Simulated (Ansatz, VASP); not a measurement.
# Two plane-wave programs on Cr

File INCAR:

```
SYSTEM = Cr
PREC = Accurate ; ENCUT = 500
EDIFF = 1E-7 ; ISMEAR = 0
SIGMA = 0.1 ; LREAL = .FALSE.
LASPH = .TRUE. ; NELM = 120
ALGO = Normal ; ISIF = 3
LWAVE = .FALSE. ; LCHARG = .FALSE.
IBRION = 2 ; NSW = 70
EDIFFG = -0.005 ; GGA_COMPAT = .FALSE.
NELMIN = 4
```

KPOINTS

```
regular mesh
0
G
  20 20 20
  0 0 0
```

Contents of POSCAR:

```
Cr
1.0
   -1.4239150034      1.4239150034      1.4239150034
    1.4239150034     -1.4239150034      1.4239150034
    1.4239150034      1.4239150034     -1.4239150034
Cr
1
Direct
    0.0000000000      0.0000000000      0.0000000000
```

Input for Ansatz:

```yaml
crystal:
  lattice:
    - [-1.4239150034, 1.4239150034, 1.4239150034]
    - [1.4239150034, -1.4239150034, 1.4239150034]
    - [1.4239150034, 1.4239150034, -1.4239150034]
  atoms:
    - { symbol: Cr, position: [0.0, 0.0, 0.0] }
basis:
  ecutwfc: 420
kpoints:
  mp_grid: { grid: [20, 20, 20] }
hamiltonian:
  xc: lda
scf:
  occupations: { method: gaussian, width: 0.1 }
output:
  forces: true
  stress: true
  eigenvalues: true
relax:
  adjacent_minimum: "off"
  f_tol: 0.005
  max_steps: 50
  cell: { stress_tol: 0.05 }
```

Alike in both runs: task relaxation of cell and atoms; functional LDA; k mesh 20 × 20 × 20; occupations gaussian, width 0.1 eV; no spin polarisation.

|  | VASP | Ansatz |
| --- | --- | --- |
| version | VASP 6.6.1 | Ansatz 0.2.0 |
| potentials or method | VASP PAW LDA potentials, release 64 (Cr_pv), cutoff 500 eV | scalar-relativistic, plane waves, PAW |
| valence electrons in the cell | 12 | 14 |

```tsv
	VASP	Ansatz	Ansatz less VASP
gap on the k mesh at the Fermi level, each at its own relaxed structure (eV)	none	none	-
relaxed volume (Å³/atom)	10.84	10.84	-0.002
relaxed cell length with the largest relative difference (Å)	2.415	2.415	-0.0002
```

LDA's correlation is that of Perdew and Zunger in VASP and of Perdew and Wang (1992) in Ansatz. A gap of «none» marks a metal or a gap that the smearing closes. VASP's potentials hold 12 valence electrons a cell and Ansatz's 14, so a difference there can come from the potentials and not from the codes.
